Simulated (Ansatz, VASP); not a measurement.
**Ge: VASP beside Ansatz**

INCAR

```
SYSTEM = Ge
  ALGO = Normal
  EDIFF = 1E-6
  ENCUT = 520
  GGA = PE
  ISIF = 2
  ISMEAR = 0
  LASPH = .True.
  LCHARG = .True.
  LELF = .True.
  LREAL = .False.
  LVHAR = .True.
  LWAVE = .False.
  NBANDS = 21
  NELM = 100
  PREC = Accurate
  SIGMA = 0.15
```

The input KPOINTS:

```
k-points
0
Gamma
  14 14 14
  0 0 0
```

The input POSCAR:

```
Ge
1.0
    0.0000000000      2.8287700000      2.6873315000
    2.8287700000      0.0000000000      2.6873315000
    2.8287700000      2.8287700000      0.0000000000
Ge
2
Direct
    0.5000000000      0.5000000000      0.5000000000
    0.7500000000      0.7500000000      0.7500000000
```

Input for Ansatz:

```yaml
crystal:
  lattice:
    - [0.0, 2.82877, 2.6873315]
    - [2.82877, 0.0, 2.6873315]
    - [2.82877, 2.82877, 0.0]
  atoms:
    - { symbol: Ge, position: [0.5, 0.5, 0.5] }
    - { symbol: Ge, position: [0.75, 0.75, 0.75] }
basis:
  ecutwfc: 420
kpoints:
  mp_grid: { grid: [14, 14, 14] }
hamiltonian:
  xc: pbe
scf:
  occupations: { method: gaussian, width: 0.15 }
output:
  forces: true
  stress: true
  eigenvalues: true
```

Change from the starting cell: strain +0.000 along x and y, -0.050 along z, atoms carried along.

Alike in both runs: task single point; functional PBE; k mesh 14 × 14 × 14; occupations gaussian, width 0.15 eV; no spin polarisation.

```csv
,VASP,Ansatz
version,VASP 6.6.1,Ansatz 0.2.0
potentials or method,"VASP PAW PBE potentials, release 64 (Ge_d), cutoff 520 eV","scalar-relativistic, plane waves, PAW"
valence electrons in the cell,28,28
```

Ansatz gave:

- gap on the k mesh at the Fermi level (eV): none
- pressure (GPa): 8.0
- traceless stress, the component that is largest in VASP (GPa): 2.20

What did VASP give for the same quantities?

gap on the k mesh at the Fermi level (eV): none; pressure (GPa): 7.9; traceless stress, the component that is largest in VASP (GPa): 2.21.

A gap of «none» marks a metal or a gap that the smearing closes.
